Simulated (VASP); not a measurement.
**ZrGa3As4: single point with PBE**

ZrGa3As4:

```
Zr Ga As
1.0
     5.47080    0.00000    0.00000
     0.00000    5.47080    0.00000
     0.00000    0.00000    5.47080
Zr Ga As
1 3 4
Direct
  0.50000 0.50000 0.50000
  0.50000 0.00000 0.00000
  0.00000 0.50000 0.00000
  0.00000 0.00000 0.50000
  0.00000 0.50000 0.50000
  0.50000 0.00000 0.50000
  0.50000 0.50000 0.00000
  0.00000 0.00000 0.00000
```

- Program: VASP 6.6.1
- Task: single point
- Functional: PBE
- Potentials or basis: VASP PAW PBE potentials, release 64 (Zr_sv, Ga_d, As)
- Cutoff: 520 eV
- k mesh: 8 × 8 × 8
- Occupations: gaussian, width 0.1 eV
- Spin: no spin polarisation

The pressure is 0.2 GPa. The band gap on the k mesh is zero (an odd number of electrons rules out a gap without spin polarisation).

Levels at points of the mesh, in eV from the Fermi level:
```
           k point  band 32  band 33  band 34  band 35  band 36  band 37  band 38  band 39
(0.00, 0.00, 0.00)    -1.65    -1.65    -1.65    -1.45     0.09     0.09     0.09     0.35
(0.50, 0.00, 0.00)    -1.66    -1.66    -0.62    -0.62     0.18     0.74     1.10     1.88
(0.50, 0.50, 0.00)    -1.66    -0.10     0.04     0.04     0.33     1.86     1.86     1.99
(0.50, 0.50, 0.50)    -0.49     0.21     0.21     0.21     1.91     1.91     1.91     2.47
```

It took 2.2 min on 1 thread of Intel(R) Xeon(R) 6975P-C (Granite Rapids), with other jobs on the host, peak memory 0.39 GiB.

Caveat: an odd number of electrons without spin polarisation forces a metal; a magnetic or distorted state may lie lower.
